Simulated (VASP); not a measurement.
# Ge (Cmmm) in VASP: further runs, part 2 of 2

VASP 6.6.1. The steps go on from the part before.

**3. Single point, PBE**

This run uses another cell than the first one, of 26.65 Å³/atom.

INCAR

```
SYSTEM = Ge
PREC = Accurate
ENCUT = 520
EDIFF = 1E-6
ISMEAR = 0
SIGMA = 0.1
LREAL = .FALSE.
LASPH = .TRUE.
NELM = 80
ALGO = Normal
ISIF = 2
LWAVE = .FALSE.
LCHARG = .FALSE.
GGA = PE
NBANDS = 36
```

KPOINTS

```
regular mesh
0
G
  6 6 4
  0 0 0
```

POSCAR

```
Ge
1.0
    1.9376198347     -6.4594825475      0.0000000000
    1.9376198347      6.4594825475      0.0000000000
    0.0000000000      0.0000000000      4.2591005884
Ge
4
Direct
    0.0926114910      0.9073885090      0.5000000000
    0.9073885090      0.0926114910      0.5000000000
    0.1904023045      0.8095976955      0.0000000000
    0.8095976955      0.1904023045      0.0000000000
```

Potentials or basis: VASP PAW PBE potentials, release 64 (Ge_d).

Command:

```console
> cat potpaw_PBE.64/Ge_d/POTCAR > POTCAR
> mpirun -np 1 vasp_std > vasp.out
```

OUTCAR:

```text
SYSTEM = Ge
   PREC = Accurate
   ENCUT = 520
   EDIFF = 1E-6
   ISMEAR = 0
   LREAL = .FALSE.
   LASPH = .TRUE.
   NELM = 80
   ISIF = 2
   GGA = PE

 ion  position               nearest neighbor table
   1  0.093  0.907  0.500-   2 2.39   3 2.48   3 2.48
   2  0.907  0.093  0.500-   1 2.39   4 2.48   4 2.48
   3  0.190  0.810  0.000-   4 2.47   4 2.47   1 2.48   1 2.48
   4  0.810  0.190  0.000-   3 2.47   3 2.47   2 2.48   2 2.48

  LATTYP: Found a base centered orthorhombic cell.
 ALAT       =     3.8752396694
 B/A-ratio  =     3.3337202850
[... 1134 lines left out ...]
  Direction    XX          YY          ZZ          XY          YZ          ZX
  --------------------------------------------------------------------------------------
  -------------------------------------------------------------------------------------
  Total        0.0724225      0.0235239      0.2013704      0.0000000      0.0000000      0.0000000
  in kB        1.0883532      0.3535130      3.0261607      0.0000000      0.0000000      0.0000000
  external PRESSURE =       1.4893423 kB  Pullay stress =       0.0000000 kB

 VOLUME and BASIS-vectors are now :
 -----------------------------------------------------------------------------
  energy-cutoff  :      520.00
  volume of cell :      106.61
      direct lattice vectors                 reciprocal lattice vectors
     1.937619835 -6.459482548  0.000000000     0.258048556 -0.077405581  0.000000000
     1.937619835  6.459482548  0.000000000     0.258048556  0.077405581  0.000000000
     0.000000000  0.000000000  4.259100588     0.000000000  0.000000000  0.234791355

 POSITION                                       TOTAL-FORCE (eV/Angst)
 -----------------------------------------------------------------------------------
      1.93762      5.26304      2.12955         0.000000      0.004271      0.000000
      1.93762     -5.26304      2.12955         0.000000     -0.004271     -0.000000
      1.93762      3.99968      0.00000         0.000000      0.011362      0.000000
      1.93762     -3.99968      0.00000         0.000000     -0.011362      0.000000
 -----------------------------------------------------------------------------------
    total drift:                                0.000000     -0.000000     -0.000000

  FREE ENERGIE OF THE ION-ELECTRON SYSTEM (eV)
  ---------------------------------------------------
  free  energy   TOTEN  =       -16.6705549940 eV

  energy  without entropy=      -16.6593578783  energy(sigma->0) =      -16.66495644
```

OSZICAR:

```text
N       E                     dE             d eps       ncg     rms          rms(c)
DAV:   1     0.515668822332E+03    0.51567E+03   -0.28558E+04  3208   0.404E+03
DAV:   2     0.733489270588E+02   -0.44232E+03   -0.43118E+03  2808   0.819E+02
DAV:   3    -0.116331785354E+02   -0.84982E+02   -0.83824E+02  3068   0.208E+02
DAV:   4    -0.167204782059E+02   -0.50873E+01   -0.50598E+01  3264   0.595E+01
DAV:   5    -0.168335089008E+02   -0.11303E+00   -0.11296E+00  3184   0.979E+00    0.401E+00
DAV:   6    -0.167175828204E+02    0.11593E+00   -0.93460E-02  4348   0.791E+00    0.235E+00
DAV:   7    -0.166657335958E+02    0.51849E-01   -0.14471E-01  3092   0.383E+00    0.247E-01
DAV:   8    -0.166690270465E+02   -0.32935E-02   -0.26345E-02  3412   0.302E+00    0.151E-01
DAV:   9    -0.166702201418E+02   -0.11931E-02   -0.60875E-03  3180   0.143E+00    0.607E-02
DAV:  10    -0.166704563267E+02   -0.23618E-03   -0.72945E-04  3088   0.124E+00    0.199E-02
DAV:  11    -0.166705264360E+02   -0.70109E-04   -0.22109E-04  4532   0.318E-01    0.115E-02
DAV:  12    -0.166705509589E+02   -0.24523E-04   -0.69458E-05  3048   0.138E-01    0.413E-03
DAV:  13    -0.166705542385E+02   -0.32796E-05   -0.11653E-05  3136   0.157E-01    0.163E-03
DAV:  14    -0.166705549940E+02   -0.75552E-06   -0.24958E-06  2260   0.617E-02
   1 F= -.16670555E+02 E0= -.16664956E+02  d E =-.111971E-01
```

stdout:

```text
POSCAR found type information on POSCAR Ge
 POSCAR found :  1 types and       4 ions
 scaLAPACK will be used
 LDA part: xc-table for (Slater+PW92), standard interpolation
 POSCAR, INCAR and KPOINTS ok, starting setup
 FFT: planning ... GRIDC
 FFT: planning ... GRID_SOFT
 FFT: planning ... GRID
 WAVECAR not read
 entering main loop
```

Wall time 97 s (1 thread of Intel Xeon 6975P-C (Granite Rapids), shared host); peak memory 0.3 GiB.

Results:

```
Free energy            : -16.6706 eV
Pressure               : 0.1 GPa
Largest force          : 0.011 eV/Å
Band gap on the k mesh : zero (bands 28 and 29 overlap by 2.29 eV)
```

Forces on the atoms (eV/Å):
```
Ge   0.000  0.004  0.000
Ge   0.000 -0.004  0.000
Ge   0.000  0.011  0.000
Ge   0.000 -0.011  0.000
```

Stress tensor (GPa, compression positive):
```
0.11 0.00 0.00
0.00 0.04 0.00
0.00 0.00 0.30
```

Caveat: the k points lie up to 0.37 Å⁻¹ apart, too coarse for converged energies and pressures of a metal.

**4. Relaxation of cell and atoms, PBE**

INCAR

```
PREC = Accurate
ENCUT = 600
EDIFF = 1E-6
ISMEAR = 0
SIGMA = 0.1
LREAL = F
LASPH = T
NELM = 80
ALGO = Normal
ISIF = 3
LWAVE = F
LCHARG = F
GGA = PE
IBRION = 2
NSW = 90
EDIFFG = -0.04
```

KPOINTS

```
Automatic mesh
0
Gamma
  6 6 4
```

POSCAR

```
Ge
1.0
    1.8686966400     -6.1259343000      0.0000000000
    1.8686966400      6.1259343000      0.0000000000
    0.0000000000      0.0000000000      3.8874153900
Ge
4
Direct
    0.0940261200      0.9059738800      0.5000000000
    0.9059738800      0.0940261200      0.5000000000
    0.1949989000      0.8050011000      0.0000000000
    0.8050011000      0.1949989000      0.0000000000
```

Command:

```console
> cat potpaw_PBE.64/Ge_d/POTCAR > POTCAR
> mpirun -np 1 vasp_std > vasp.out
```

It took 14 min on 1 thread of Intel Xeon 6975P-C (Granite Rapids), shared host; peak memory 0.36 GiB.

It converged, with:

```
Free energy                           : -16.6699 eV
Relaxed volume                        : 26.83 Å³/atom
Relaxed cell                          : a = 6.745 Å, b = 6.745 Å, c = 4.280 Å, α = 90.00°, β = 90.00°, γ = 146.55°
Space group after relaxing (to 0.1 Å) : Cmmm (No. 65)
Energy gained by relaxing             : 194.9 meV/atom
Ionic steps                           : 14
Pressure after relaxing               : 0.0 GPa
Largest force after relaxing          : 0.008 eV/Å
Band gap on the k mesh                : zero (bands 28 and 29 overlap by 2.33 eV)
```

Forces in eV/Å, atoms in the order of the input:
```
Ge   0.000  0.008  0.000
Ge   0.000 -0.008  0.000
Ge   0.000  0.001  0.000
Ge   0.000 -0.001  0.000
```

Stress tensor (GPa, compression positive):
```
 0.08  0.00  0.00
 0.00 -0.18  0.00
 0.00  0.00  0.09
```

Step by step:
```csv
step,energy change (eV),largest force (eV/Å),pressure (GPa),volume (Å³)
1,0.0000,0.8699,13.82,89.00
2,-0.6563,0.3239,-3.14,115.96
3,-0.7624,0.4088,0.03,106.96
4,-0.7624,0.3965,-0.08,107.34
5,-0.7729,0.0786,-0.27,107.59
6,-0.7732,0.0745,-0.27,107.63
7,-0.7772,0.0223,-0.01,107.02
8,-0.7776,0.0739,0.10,106.74
9,-0.7787,0.0631,0.14,106.90
10,-0.7794,0.0561,0.04,107.13
11,-0.7797,0.0319,-0.16,107.38
12,-0.7798,0.0079,-0.09,107.32
13,-0.7798,0.0186,-0.28,107.33
14,-0.7798,0.0083,0.00,107.32
```

Final structure:
```xyz
4
Lattice="1.9412 -6.4593 0.0000 1.9412 6.4593 0.0000 0.0000 0.0000 4.2795" Properties=species:S:1:pos:R:3 pbc="T T T"
Ge    1.9412    5.2599    2.1398
Ge    1.9412   -5.2599    2.1398
Ge    1.9412    4.0012    0.0000
Ge    1.9412   -4.0012    0.0000
```

Levels at points of the mesh, in eV from the Fermi level:
```
           k point  band 24  band 25  band 26  band 27  band 28  band 29  band 30  band 31  band 32  band 33
(0.00, 0.00, 0.00)    -3.38    -1.60    -1.54    -1.27    -1.16     0.23     0.35     1.79     2.48     4.15
(0.50, 0.00, 0.00)    -5.31    -2.67    -2.55    -2.33    -1.68     0.07     0.56     1.29     3.62     3.62
(0.50, 0.50, 0.00)    -5.07    -2.92    -2.15    -1.82     0.52     0.67     1.83     1.88     1.93     4.26
(0.00, 0.00, 0.50)    -6.94    -4.42    -3.32    -1.00     1.13     2.21     2.67     3.40     4.24     4.50
(0.50, 0.00, 0.50)    -7.35    -3.62    -3.22    -3.04    -2.24    -0.14     1.44     1.78     2.40     5.41
(0.50, 0.50, 0.50)    -7.37    -2.47    -1.88    -1.03    -0.11     0.62     0.90     3.24     3.42     4.53
```

Caveat: the k points lie up to 0.37 Å⁻¹ apart in the final cell, too coarse for converged energies and pressures of a metal; the volume moved by over 15 % at a fixed basis, so the end points are rough.

**5. Summary**

| task | cell | cutoff (eV) | gap on the mesh (eV) | pressure (GPa) | largest force (eV/Å) |
| --- | --- | --- | --- | --- | --- |
| single point | a = 6.405, b = 6.405, c = 3.887 Å, angles 90.0, 90.0, 146.1°, 4 atoms, atomic positions A | 520 | none | 13.8 | 0.87 |
| single point | a = 6.744, b = 6.744, c = 4.259 Å, angles 90.0, 90.0, 146.6°, 4 atoms, atomic positions B | 520 | none | 0.1 | 0.01 |
| relaxation of cell and atoms | relaxed from a = 6.405, b = 6.405, c = 3.887 Å, angles 90.0, 90.0, 146.1°, 4 atoms, atomic positions A | 600 | none | 0.0 | 0.01 |

Alike in all rows: level PBE; potentials or basis VASP PAW PBE potentials, release 64 (Ge_d); no spin polarisation; k mesh 6 × 6 × 4; smearing gaussian 0.1 eV.

Caveats: all runs use coarse meshes; the volume moved by over 15 % at a fixed basis, so the end points are rough (at least some runs).

Total energies depend on the potentials used, so only differences within one code and one set of settings carry meaning.
